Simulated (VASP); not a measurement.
# MoH3 in VASP: a series of runs

MoH3 is run at these levels: PBE; tasks: single point, relaxation of cell and atoms.

Program: VASP 6.6.1. These are calculated values, not measurements. Logs are shortened: lines on timing, memory, paths and dates and some standing lists are left out, and cuts for length are marked.

## (1) The cell of the first run

Symmetry: Pm-3m, No. 221, cubic system. The conventional cell has a = 2.907 Å, b = 2.907 Å, c = 2.907 Å, α = 90.00°, β = 90.00°, γ = 90.00°. Within 2.7 Å of H (site symmetry 4/mmm) lie 8 H at 2.06 Å and 4 Mo at 2.06 Å. Within 2.7 Å of Mo (site symmetry m-3m) lie 12 H at 2.06 Å.

## (2) Single point, PBE, collinear spin, ferromagnetic start

The input, INCAR:

```
SYSTEM = MoH3
PREC = Accurate ; ENCUT = 520
EDIFF = 1E-7 ; ISMEAR = 0
SIGMA = 0.1 ; LREAL = .False.
LASPH = .True. ; NELM = 150
ALGO = Normal ; ISIF = 2
LWAVE = .False. ; LCHARG = .True.
ISPIN = 2 ; MAGMOM = 0 0 0 1
LORBIT = 11 ; LMAXMIX = 4
GGA = PE ; LELF = .True.
LVHAR = .True. ; NBANDS = 20
```

The input, KPOINTS:

```
regular mesh
0
Gamma
  6 6 6
  0 0 0
```

The input, POSCAR:

```
MoH3
1.0
    2.9071968819      0.0000000000      0.0000000000
    0.0000000000      2.9071968819      0.0000000000
    0.0000000000      0.0000000000      2.9071968819
H Mo
3 1
Direct
    0.5000000000      0.0000000000      0.0000000000
    0.0000000000      0.5000000000      0.0000000000
    0.0000000000      0.0000000000      0.5000000000
    0.5000000000      0.5000000000      0.5000000000
```

Potentials or basis: VASP PAW PBE potentials, release 64 (H, Mo_sv).

Launch:

```bash
$ cat potpaw_PBE.64/H/POTCAR potpaw_PBE.64/Mo_sv/POTCAR > POTCAR
$ mpirun -np 1 vasp_std > vasp.out
```

OUTCAR:

```text
SYSTEM = MoH3
   PREC = Accurate
   ENCUT = 520
   EDIFF = 1E-7
   ISMEAR = 0
   LREAL = .False.
   LASPH = .True.
   NELM = 150
   ISIF = 2
   ISPIN = 2
   LORBIT = 11
   GGA = PE

 ion  position               nearest neighbor table
   1  0.500  0.000  0.000-   4 2.06   4 2.06   4 2.06   4 2.06
   2  0.000  0.500  0.000-   4 2.06   4 2.06   4 2.06   4 2.06
   3  0.000  0.000  0.500-   4 2.06   4 2.06   4 2.06   4 2.06
   4  0.500  0.500  0.500-   1 2.06   2 2.06   3 2.06   1 2.06   2 2.06   1 2.06   3 2.06   1 2.06
                             2 2.06   3 2.06   2 2.06   3 2.06

  LATTYP: Found a simple cubic cell.
 ALAT       =     2.9071968819

  Lattice vectors:

 A1 = (   2.9071968819,   0.0000000000,   0.0000000000)
 A2 = (   0.0000000000,   2.9071968819,   0.0000000000)
 A3 = (   0.0000000000,   0.0000000000,   2.9071968819)

Analysis of symmetry for initial positions (statically):
=====================================================================
 Subroutine PRICEL returns:
 Original cell was already a primitive cell.

 Routine SETGRP: Setting up the symmetry group for a
 simple cubic supercell.

 Subroutine GETGRP returns: Found 48 space group operations
 (whereof 48 operations were pure point group operations)
 out of a pool of 48 trial point group operations.

The static configuration has the point symmetry O_h .

Analysis of symmetry for dynamics (positions and initial velocities):
=====================================================================
 Subroutine PRICEL returns:
 Original cell was already a primitive cell.

 Routine SETGRP: Setting up the symmetry group for a
 simple cubic supercell.

 Subroutine GETGRP returns: Found 48 space group operations
 (whereof 48 operations were pure point group operations)
 out of a pool of 48 trial point group operations.

The dynamic configuration has the point symmetry O_h .

Analysis of structural, dynamic, and magnetic symmetry:
=====================================================================
 Subroutine PRICEL returns:
 Original cell was already a primitive cell.

 Routine SETGRP: Setting up the symmetry group for a
 simple cubic supercell.

 Subroutine GETGRP returns: Found 48 space group operations
 (whereof 48 operations were pure point group operations)
 out of a pool of 48 trial point group operations.

The overall configuration has the point symmetry O_h .

 Subroutine INISYM returns: Found 48 space group operations
 (whereof 48 operations are pure point group operations),
 and found     1 'primitive' translations

----------------------------------------------------------------------------------------

                                     Primitive cell

  volume of cell :      24.5710

  direct lattice vectors                    reciprocal lattice vectors
     2.907196882  0.000000000  0.000000000     0.343973952  0.000000000  0.000000000
     0.000000000  2.907196882  0.000000000     0.000000000  0.343973952  0.000000000
     0.000000000  0.000000000  2.907196882     0.000000000  0.000000000  0.343973952

  length of vectors
     2.907196882  2.907196882  2.907196882     0.343973952  0.343973952  0.343973952

  position of ions in fractional coordinates (direct lattice)
     0.500000000  0.000000000  0.000000000
     0.000000000  0.500000000  0.000000000
     0.000000000  0.000000000  0.500000000
     0.500000000  0.500000000  0.500000000

  ion indices of the primitive-cell ions
   primitive index   ion index
                 1           1
                 2           2
                 3           3
                 4           4

----------------------------------------------------------------------------------------

 KPOINTS: regular mesh

Automatic generation of k-mesh.
 Grid dimensions read from file:
 generate k-points for:    6    6    6

 Generating k-lattice:

  Cartesian coordinates                     Fractional coordinates (reciprocal lattice)
     0.057328992  0.000000000  0.000000000     0.166666667  0.000000000  0.000000000
     0.000000000  0.057328992  0.000000000     0.000000000  0.166666667  0.000000000
     0.000000000  0.000000000  0.057328992     0.000000000  0.000000000  0.166666667

  Length of vectors
     0.057328992  0.057328992  0.057328992

  Shift w.r.t. Gamma in fractional coordinates (k-lattice)
     0.000000000  0.000000000  0.000000000

 Subroutine IBZKPT returns following result:
 ===========================================

 Found     20 irreducible k-points:

 Following reciprocal coordinates:
            Coordinates               Weight
  0.000000  0.000000  0.000000      1.000000
  0.166667  0.000000  0.000000      6.000000
  0.333333  0.000000  0.000000      6.000000
  0.500000  0.000000  0.000000      3.000000
  0.166667  0.166667  0.000000     12.000000
  0.333333  0.166667  0.000000     24.000000
[... 12 lines left out ...]
  0.500000  0.500000  0.333333      6.000000
  0.500000  0.500000  0.500000      1.000000
   k-points           NKPTS =     20   k-points in BZ     NKDIM =     20   number of bands    NBANDS=     20
   number of dos      NEDOS =    301   number of ions     NIONS =      4
   total plane-waves  NPLWV =  13824
   dimension x,y,z NGX =    24 NGY =   24 NGZ =   24
   dimension x,y,z NGXF=    48 NGYF=   48 NGZF=   48
   ions per type =               3   1
   NGX,Y,Z   is equivalent  to a cutoff of  13.72, 13.72, 13.72 a.u.
   NGXF,Y,Z  is equivalent  to a cutoff of  27.45, 27.45, 27.45 a.u.
 SYSTEM =  MoH3
   PREC   = accura    normal or accurate (medium, high low for compatibility)
   ISTART =      0    job   : 0-new  1-cont  2-samecut
   ICHARG =      2    charge: 1-file 2-atom 10-const
   ISPIN  =      2    spin polarized calculation?
   LNONCOLLINEAR =      F non collinear calculations
   LSORBIT =      F    spin-orbit coupling
   LASPH  =      T    aspherical Exc in radial PAW
   ENCUT  =  520.0 eV  38.22 Ry    6.18 a.u.   5.41  5.41  5.41*2*pi/ulx,y,z
   NELM   =    150;   NELMIN=  2; NELMDL= -5     # of ELM steps
   EDIFF  = 0.1E-06   stopping-criterion for ELM
   LREAL  =      F    real-space projection
   EDIFFG = 0.1E-05   stopping-criterion for IOM
   NSW    =      0    number of steps for IOM
   IBRION =     -1    ionic relax: 0-MD 1-quasi-New 2-CG
   NFREE  =      0    steps in history (QN), initial steepest desc. (CG)
   ISIF   =      2    stress and relaxation
   ISYM   =      2    0-nonsym 1-usesym 2-fastsym
   POTIM  = 0.5000    time-step for ionic-motion
   TEBEG  =    0.0;   TEEND  =   0.0 temperature during run
   PSTRESS=    0.0 pullay stress
   NELECT =      17.0000    total number of electrons
   NUPDOWN=      -1.0000    fix difference up-down
   EMIN   =  10.00;   EMAX   =-10.00  energy-range for DOS
   EFERMI =   0.00;   METHOD = LEGACY
   ISMEAR =     0;   SIGMA  =   0.10  broadening in eV -4-tet -1-fermi 0-gaus
   EFERMI_NEDOS =   21; number of points for ismear=-14 and -15
   IALGO  =     38    algorithm
   IMIX   =      4    mixing-type and parameters
     AMIX     =   0.40;   BMIX     =  1.00
     AMIX_MAG =   1.60;   BMIX_MAG =  1.00
  volume/ion in A,a.u.               =       6.14        41.45
  Fermi-wavevector in a.u.,A,eV,Ry     =   1.447938  2.736206 28.524955  2.096525
  Thomas-Fermi vector in A             =   2.565836
   LORBIT       =     11    0 simple, 1 ext, 2 COOP (PROOUT), +10 PAW based schemes
   GGA     = PE    functional components
   LHFCALC =     F    Hartree Fock is set to
   AEXX    =    0.0000 exact exchange contribution
   IVDW    =     0    specifies the selected vdW correction
   LEPSILON=     F    determine dielectric tensor
   LRPA    =     F    only Hartree local field effects (RPA)
 spin polarized calculation
 Gauss-broadening in eV      SIGMA  =   0.10
  energy-cutoff  :      520.00
  volume of cell :       24.57
 maximum number of plane-waves:       691
 NGX is ok and might be reduce to    24

 number of electron      16.9999997 magnetization       1.3355810

 Free energy of the ion-electron system (eV)
  ---------------------------------------------------
  ext. energy  EPLUGINS =         0.00000000
  ---------------------------------------------------
  free energy    TOTEN  =       -19.78898644 eV

  energy without entropy =      -19.78494097  energy(sigma->0) =      -19.78696370

 E-fermi :   9.2984     XC(G=0): -12.3552

 val. band max:        9.1937299357   @ k =   0.5000   0.3333   0.3333
 cond. band min:       9.3014020268   @ k =   0.5000   0.3333   0.0000
 fundamental gap:      0.1076720911
 Fermi energy:         9.2984468264

 spin component 1

 k-point     1 :       0.0000    0.0000    0.0000
  band No.  band energies     occupation
      1     -52.4776      1.00000
      2     -26.3479      1.00000
      3     -26.3479      1.00000
      4     -26.3479      1.00000
      5      -2.8417      1.00000
      6       3.4261      1.00000
[... 12 lines left out ...]
     19      27.5663      0.00000
[... 420 lines left out ...]
      3     -26.7806      1.00000
      4     -26.7806      1.00000
      5       1.7944      1.00000
      6       1.7944      1.00000
[... 12 lines left out ...]
     19      38.1394      0.00000
     20      38.1394      0.00000
 Fermi energy:         9.2984468264

 spin component 2

 k-point     1 :       0.0000    0.0000    0.0000
  band No.  band energies     occupation
      1     -51.6863      1.00000
      2     -25.4745      1.00000
      3     -25.4745      1.00000
      4     -25.4745      1.00000
      5      -2.6085      1.00000
      6       3.8964      1.00000
[... 12 lines left out ...]
     19      28.0986      0.00000
[... 421 lines left out ...]
      4     -25.9126      1.00000
      5       2.2643      1.00000
      6       2.2643      1.00000
[... 12 lines left out ...]
     19      38.7474      0.00000
     20      38.7474      0.00000

------------------------ aborting loop because EDIFF is reached ----------------------------------------

  FORCE on cell =-STRESS in cart. coord.  units (eV):
  Direction    XX          YY          ZZ          XY          YZ          ZX
  --------------------------------------------------------------------------------------
  -------------------------------------------------------------------------------------
  Total        0.5515645      0.5515645      0.5515645      0.0000000     -0.0000000      0.0000000
  in kB       35.9652892     35.9652892     35.9652892      0.0000000     -0.0000000      0.0000000
  external PRESSURE =      35.9652892 kB  Pullay stress =       0.0000000 kB

 VOLUME and BASIS-vectors are now :
 -----------------------------------------------------------------------------
  energy-cutoff  :      520.00
  volume of cell :       24.57
      direct lattice vectors                 reciprocal lattice vectors
     2.907196882  0.000000000  0.000000000     0.343973952  0.000000000  0.000000000
     0.000000000  2.907196882  0.000000000     0.000000000  0.343973952  0.000000000
     0.000000000  0.000000000  2.907196882     0.000000000  0.000000000  0.343973952

 POSITION                                       TOTAL-FORCE (eV/Angst)
 -----------------------------------------------------------------------------------
      1.45360      0.00000      0.00000         0.000000      0.000000      0.000000
      0.00000      1.45360      0.00000         0.000000      0.000000      0.000000
      0.00000      0.00000      1.45360         0.000000      0.000000      0.000000
      1.45360      1.45360      1.45360         0.000000      0.000000      0.000000
 -----------------------------------------------------------------------------------
    total drift:                                0.000000     -0.000000     -0.000000

  FREE ENERGIE OF THE ION-ELECTRON SYSTEM (eV)
  ---------------------------------------------------
  free  energy   TOTEN  =       -19.7889864427 eV

  energy  without entropy=      -19.7849409673  energy(sigma->0) =      -19.78696370

 total charge

# of ion       s       p       d       tot
------------------------------------------
    1        0.506   0.023   0.000   0.529
    2        0.506   0.023   0.000   0.529
    3        0.506   0.023   0.000   0.529
    4        2.268   6.175   4.031  12.474
--------------------------------------------------
tot          3.787   6.243   4.031  14.062

 magnetization (x)

# of ion       s       p       d       tot
------------------------------------------
    1       -0.017   0.006   0.000  -0.011
    2       -0.017   0.006   0.000  -0.011
    3       -0.017   0.006   0.000  -0.011
    4        0.027   0.029   1.160   1.216
--------------------------------------------------
tot         -0.025   0.048   1.160   1.183
```

Run time: 18 s. Hardware: 1 thread of Intel Xeon Platinum 8259CL at 2.50GHz (Skylake/Cascade Lake), shared host; peak memory 0.15 GiB.

Results:

| Item | Value |
| --- | --- |
| Free energy | -19.7890 eV |
| Pressure | 3.6 GPa |
| Net moment | 1.34 μB per cell |
| Site moments | H -0.01; Mo +1.22 μB |
| Valence electrons inside the program's atomic spheres | H 0.53; Mo 12.47 |

Levels at points of the mesh, in eV from the Fermi level:
Spin up:
```
           k point  band 7  band 8  band 9  band 10  band 11  band 12
(0.00, 0.00, 0.00)   -5.87    1.00    1.00     1.00     5.86     5.86
(0.50, 0.00, 0.00)   -3.70   -1.42   -1.42     0.39     1.22     3.57
(0.50, 0.50, 0.00)   -4.29   -3.57   -0.91    -0.91     2.72     6.70
(0.50, 0.50, 0.50)   -7.50    2.90    2.90     3.65     5.76     5.76
```
Spin down:
| k point | band 5 | band 6 | band 7 | band 8 | band 9 | band 10 | band 11 | band 12 |
| --- | --- | --- | --- | --- | --- | --- | --- | --- |
| (0.00, 0.00, 0.00) | -11.91 | -5.40 | -5.40 | 2.14 | 2.14 | 2.14 | 5.97 | 5.97 |
| (0.50, 0.00, 0.00) | -7.86 | -7.69 | -3.02 | -0.40 | -0.40 | 0.37 | 2.37 | 4.23 |
| (0.50, 0.50, 0.00) | -8.15 | -4.17 | -4.17 | -2.91 | 0.15 | 0.15 | 3.47 | 7.38 |
| (0.50, 0.50, 0.50) | -7.03 | -7.03 | -7.03 | 3.65 | 3.65 | 3.82 | 6.27 | 6.27 |

Caveat: the k points lie up to 0.36 Å⁻¹ apart.

## (3) Single point, PBE

This run uses another cell than the first one: it holds 8 atoms, not 4.

The input, INCAR:

```
PREC     = Accurate       # precision mode
ENCUT    = 520            # plane-wave cutoff, eV
EDIFF    = 1E-6           # SCF threshold, eV
ISMEAR   = 0              # smearing method
SIGMA    = 0.1            # smearing width, eV
LREAL    = F              # projectors in reciprocal space
LASPH    = T              # aspherical terms in the spheres
NELM     = 60             # most SCF steps
ALGO     = Normal         # electronic algorithm
ISIF     = 2              # what is computed and relaxed
LWAVE    = F              # write WAVECAR
LCHARG   = F              # write CHGCAR
GGA      = PE             # functional
NBANDS   = 27             # bands
```

The input, KPOINTS:

```
Automatic mesh
0
Gamma
  4 4 6
```

The input, POSCAR:

```
MoH3
1.0
    4.0912659410      0.0000000000      0.0000000000
    0.0000000000      4.0912659410      0.0000000000
    0.0000000000      0.0000000000      2.9356668646
H Mo
6 2
Direct
    0.7501983998      0.2501983998      0.0000000000
    0.2498016002      0.7498016002      0.0000000000
    0.2501983998      0.2498016002      0.0000000000
    0.7498016002      0.7501983998      0.0000000000
    0.5000000000      0.5000000000      0.5000000000
    0.0000000000      0.0000000000      0.5000000000
    0.0000000000      0.5000000000      0.5000000000
    0.5000000000      0.0000000000      0.5000000000
```

Potentials or basis: VASP PAW PBE potentials, release 64 (H, Mo_sv).

Launch:

```bash
$ cat potpaw_PBE.64/H/POTCAR potpaw_PBE.64/Mo_sv/POTCAR > POTCAR
$ mpirun -np 1 vasp_std > vasp.out
```

Run time: 25 s. Hardware: 1 thread of Intel Xeon Platinum 8259CL at 2.50GHz (Skylake/Cascade Lake), shared host; peak memory 0.16 GiB.

It converged, with:

| Quantity | Value |
| --- | --- |
| Free energy | -39.6980 eV |
| Pressure | -0.1 GPa |
| Band gap on the k mesh | zero (band 17 reaches 10.12 eV, above the bottom of band 18 at 8.34 eV) |

Stress tensor (GPa, compression positive):
```
-0.07  0.00  0.00
 0.00 -0.07  0.00
 0.00  0.00 -0.20
```

Levels at points of the mesh, in eV from the Fermi level:
| k point | band 14 | band 15 | band 16 | band 17 | band 18 | band 19 | band 20 | band 21 |
| --- | --- | --- | --- | --- | --- | --- | --- | --- |
| (0.00, 0.00, 0.00) | -4.12 | -3.15 | -0.49 | -0.49 | 1.52 | 1.52 | 1.59 | 3.17 |
| (0.50, 0.00, 0.00) | -4.67 | -1.48 | -1.48 | 0.07 | 0.07 | 0.42 | 0.42 | 3.04 |
| (0.50, 0.50, 0.00) | -3.33 | -1.06 | -1.06 | -0.92 | -0.92 | 0.36 | 0.36 | 1.76 |
| (0.00, 0.00, 0.50) | -3.41 | -0.82 | -0.82 | 0.54 | 1.79 | 3.19 | 3.33 | 3.73 |
| (0.50, 0.00, 0.50) | -5.31 | -1.30 | -1.30 | -0.36 | -0.36 | 1.46 | 1.46 | 3.86 |
| (0.50, 0.50, 0.50) | -4.20 | -3.28 | -3.28 | -0.42 | -0.42 | -0.28 | -0.28 | 3.03 |

Caveat: the k points lie up to 0.38 Å⁻¹ apart.

## (4) Single point, PBE

This run uses another cell than the first one: it holds 8 atoms, not 4.

The input, INCAR:

```
PREC = Accurate ; ENCUT = 520
EDIFF = 1E-6 ; ISMEAR = 0
SIGMA = 0.1 ; LREAL = False
LASPH = True ; NELM = 60
ALGO = Normal ; ISIF = 2
LWAVE = False ; LCHARG = True
GGA = PE ; LELF = True
LVHAR = True ; NBANDS = 27
```

KPOINTS is that of step 3.

The input, POSCAR:

```
MoH3
1.0
    4.7824109500      0.0000000000      0.0000000000
    0.0000000000      4.7824109500      0.0000000000
    0.0000000000      0.0000000000      3.4061414300
H Mo
6 2
Direct
    0.7630860100      0.2630860100      0.0000000000
    0.2369139900      0.7369139900      0.0000000000
    0.2630860100      0.2369139900      0.0000000000
    0.7369139900      0.7630860100      0.0000000000
    0.5000000000      0.5000000000      0.5000000000
    0.0000000000      0.0000000000      0.5000000000
    0.0000000000      0.5000000000      0.5000000000
    0.5000000000      0.0000000000      0.5000000000
```

Launch:

```bash
$ cat potpaw_PBE.64/H/POTCAR potpaw_PBE.64/Mo_sv/POTCAR > POTCAR
$ mpirun -np 1 vasp_std > vasp.out
```

Wall time 49 s (1 thread of Intel Xeon Platinum 8259CL at 2.50GHz (Skylake/Cascade Lake), shared host); peak memory 0.19 GiB.

It converged, with:

```
Free energy            : -34.9740 eV
Pressure               : -35.8 GPa
Largest force          : 0.192 eV/Å
Band gap on the k mesh : zero (band 17 reaches 4.70 eV, above the bottom of band 18 at 3.66 eV)
```

Forces on the atoms (eV/Å):
```
H    0.136  0.136  0.000
H   -0.136 -0.136  0.000
H    0.136 -0.136  0.000
H   -0.136  0.136  0.000
H    0.000  0.000  0.000
H    0.000  0.000  0.000
Mo   0.000  0.000  0.000
Mo   0.000  0.000  0.000
```

Stress tensor (GPa, compression positive):
```
-36.00   0.00   0.00
  0.00 -36.00   0.00
  0.00   0.00 -35.44
```

Levels at points of the mesh, in eV from the Fermi level:
| k point | band 14 | band 15 | band 16 | band 17 | band 18 | band 19 | band 20 | band 21 |
| --- | --- | --- | --- | --- | --- | --- | --- | --- |
| (0.00, 0.00, 0.00) | -2.95 | -1.84 | -0.20 | -0.20 | 0.71 | 0.71 | 0.73 | 1.47 |
| (0.50, 0.00, 0.00) | -2.88 | -0.73 | -0.73 | 0.10 | 0.10 | 0.24 | 0.24 | 1.84 |
| (0.50, 0.50, 0.00) | -1.74 | -0.43 | -0.43 | -0.41 | -0.41 | 0.67 | 0.67 | 0.81 |
| (0.00, 0.00, 0.50) | -1.76 | -0.38 | -0.38 | 0.64 | 0.82 | 1.52 | 1.54 | 1.90 |
| (0.50, 0.00, 0.50) | -3.12 | -0.70 | -0.70 | -0.19 | -0.19 | 0.75 | 0.75 | 1.94 |
| (0.50, 0.50, 0.50) | -3.00 | -1.88 | -1.88 | -0.19 | -0.19 | -0.16 | -0.16 | 1.45 |

[end of part 1 of 2]
